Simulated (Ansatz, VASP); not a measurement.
## Two plane-wave programs on CaO

```
Ca O
1.0
     0.00000    0.00000    4.77074
    -3.96917    3.96917    2.38537
    -3.96917   -3.96917    2.38537
Ca O
4 4
Direct
  0.35227 0.50000 0.79546
  0.64773 0.50000 0.20454
  0.14773 0.20454 0.50000
  0.85227 0.79546 0.50000
  0.64662 0.20675 0.50000
  0.35338 0.79325 0.50000
  0.85338 0.50000 0.79325
  0.14662 0.50000 0.20675
```

Alike in both runs: task single point; functional PBE; k mesh 4 × 4 × 4; occupations gaussian, width 0.1 eV; no spin polarisation.

```csv
,VASP,Ansatz
version,VASP 6.6.1,Ansatz 0.2.0
potentials or method,"VASP PAW PBE potentials, release 64 (Ca_sv, O), cutoff 520 eV","scalar-relativistic, plane waves, PAW"
valence electrons in the cell,64,64
```

```tsv
	VASP	Ansatz	Ansatz less VASP
gap on the k mesh at the Fermi level (eV)	2.35	2.37	+0.017
least direct gap on the mesh (eV)	2.35	2.37	+0.017
pressure (GPa)	0.4	0.0	-0.42
traceless stress, the component that is largest in VASP (GPa)	0.07	0.01	-0.053
rms of the force components (eV/Å)	0.005	0.000	-0.0051
```

Atom by atom the forces differ by 0.005 eV/Å (rms over components).
